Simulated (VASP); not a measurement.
A run of VASP 6.6.1 is set up as follows.

The input INCAR:

```
ALGO = Normal
EDIFF = 1E-6
ENCUT = 1300
GGA = PE
GGA_COMPAT = F
ISIF = 2
ISMEAR = 0
LASPH = T
LCHARG = T
LELF = T
LREAL = F
LVHAR = T
LWAVE = F
NBANDS = 36
NELM = 120
PREC = Accurate
SIGMA = 0.1
```

KPOINTS

```
k-points
0
Gamma
  4 4 4
```

The input POSCAR:

```
C
1.0
    4.4528494528      0.0000000000      0.0000000000
    0.0000000000      4.4528494528      0.0000000000
    0.0000000000      0.0000000000      4.4528494528
C
12
Direct
    0.8828301062      0.3829276810      0.7499689958
    0.6170723190      0.2500310042      0.8828301062
    0.7499689958      0.1171698938      0.6170723190
    0.3829276810      0.7499689958      0.8828301062
    0.3829276810      0.2500310042      0.1171698938
    0.1171698938      0.6170723190      0.7499689958
    0.7499689958      0.8828301062      0.3829276810
    0.1171698938      0.3829276810      0.2500310042
    0.2500310042      0.8828301062      0.6170723190
    0.6170723190      0.7499689958      0.1171698938
    0.2500310042      0.1171698938      0.3829276810
    0.8828301062      0.6170723190      0.2500310042
```

Potentials or basis: VASP PAW PBE potentials, release 64 (C_h).

Launch:

```console
$ cat potpaw_PBE.64/C_h/POTCAR > POTCAR
$ mpirun -np 1 vasp_std > vasp.out
```

(1) Predict the band gap on the k mesh.

(2) What does it give for the pressure?

Answers

(1) zero (bands 24 and 25 overlap by 0.38 eV).

(2) -0.6 GPa.

Caveat: this functional lacks dispersion, which binds layers or chains, so the pressure and a relaxed spacing across them are unreliable.
